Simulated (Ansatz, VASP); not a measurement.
# Two plane-wave programs on Fe

The input INCAR:

```
PREC = Accurate
ENCUT = 520
EDIFF = 1E-6
ISMEAR = -1
SIGMA = 0.05
LREAL = False
LASPH = True
NELM = 150
ALGO = Normal
ISIF = 2
LWAVE = False
LCHARG = False
ISPIN = 2
MAGMOM = 2.473 2.24 2.24
LORBIT = 11
LMAXMIX = 4
GGA = PS
NBANDS = 23
```

Contents of KPOINTS:

```
regular mesh
0
Gamma
  10 10 15
```

The input POSCAR:

```
Fe
1.0
    4.1542820493      0.0000000000      0.0000000000
   -2.0771410246      3.5977137892      0.0000000000
    0.0000000000      0.0000000000      2.3615127243
Fe
3
Direct
    0.0000000000      0.0000000000      0.0000000000
    0.3333333333      0.6666666667      0.5000000000
    0.6666666667      0.3333333333      0.5000000000
```

Input for Ansatz:

```yaml
crystal:
  lattice:
    - [4.1542820493, 0.0, 0.0]
    - [-2.0771410246, 3.5977137892, 0.0]
    - [0.0, 0.0, 2.3615127243]
  atoms:
    - { symbol: Fe, position: [0.0, 0.0, 0.0], spin: 2.473 }
    - { symbol: Fe, position: [0.3333333333, 0.6666666667, 0.5], spin: 2.24 }
    - { symbol: Fe, position: [0.6666666667, 0.3333333333, 0.5], spin: 2.24 }
hamiltonian:
  xc: pbesol
  pseudopotentials:
    kind: paw
    azcp:
      Fe: "pseudopotentials/Fe.paw.azcp"
basis:
  ecutwfc: 420
  fft_grid_basis: typed
kpoints:
  mp_grid: { grid: [10, 10, 15], shift: [0, 0, 0] }
magnetization:
  spin_polarized: true
scf:
  occupations: { method: fermi_dirac, width: 0.05 }
  lower_state_search: "off"
output:
  stress: true
```

Alike in both runs: task single point; functional PBEsol; k mesh 10 × 10 × 15; occupations fermi-dirac, width 0.05 eV; collinear spin.

```csv
,VASP,Ansatz
version,VASP 6.6.1,Ansatz 0.2.0
potentials or method,"VASP PAW PBE potentials, release 64 (Fe), cutoff 520 eV","plane waves (420 eV) with PAW, scalar-relativistic"
valence electrons in the cell,24,48
```

|  | VASP | Ansatz | Ansatz less VASP |
| --- | --- | --- | --- |
| pressure (GPa) | -6.1 | -6.3 | -0.18 |
| traceless stress, the component that is largest in VASP (GPa) | -0.72 | -0.49 | +0.226 |
| net moment per atom (μB) | 2.43 | 2.42 | -0.012 |
| size of the moment on the site where the two differ most (μB) | 2.52 | 2.53 | +0.010 |

VASP's potentials were made for PBE, not for PBEsol, and Ansatz warns of the same on its side. Site moments also hang on the region over which each program counts them. VASP's potentials hold 24 valence electrons a cell and Ansatz's 48, so a difference there can come from the potentials and not from the codes.
